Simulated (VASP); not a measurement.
Crystal: LiCl.

```xyz
2
Lattice="0.0000 2.5124 2.5124 2.5124 0.0000 2.5124 2.5124 2.5124 0.0000" Properties=species:S:1:pos:R:3 pbc="T T T"
Cl    2.5124    2.5124    2.5124
Li    0.0000    0.0000    0.0000
```

This cell differs from its parent crystal: volume scaled by 0.94.

Base run:

```yaml
Program: VASP 6.6.1
Functional: PBE
Potentials_or_basis: VASP PAW PBE potentials, release 64 (Cl, Li_sv)
Cutoff: 520 eV
k_mesh: 9 × 9 × 9
Occupations: fermi-dirac, width 0.05 eV
Spin: no spin polarisation
```

Its results: band gap on the k mesh 6.71 eV, direct.

**Question.** After a change of settings the same cell gave: band gap on the k mesh 6.50 eV, direct. Which change was it?
A. further incar settings from ALGO = Normal; EDIFF = 1e-06; NBANDS = 12 to ALGO = Normal; EDIFF = 1e-07; NBANDS = 12
B. functional from PBE to r2SCAN; further incar settings from ALGO = Normal; EDIFF = 1e-06; NBANDS = 12 to ALGO = Normal; EDIFF = 1e-07; NBANDS = 12
C. functional from PBE to PBEsol; further incar settings from ALGO = Normal; EDIFF = 1e-06; NBANDS = 12 to ALGO = Normal; EDIFF = 1e-07; NBANDS = 12

**Answer.** C.
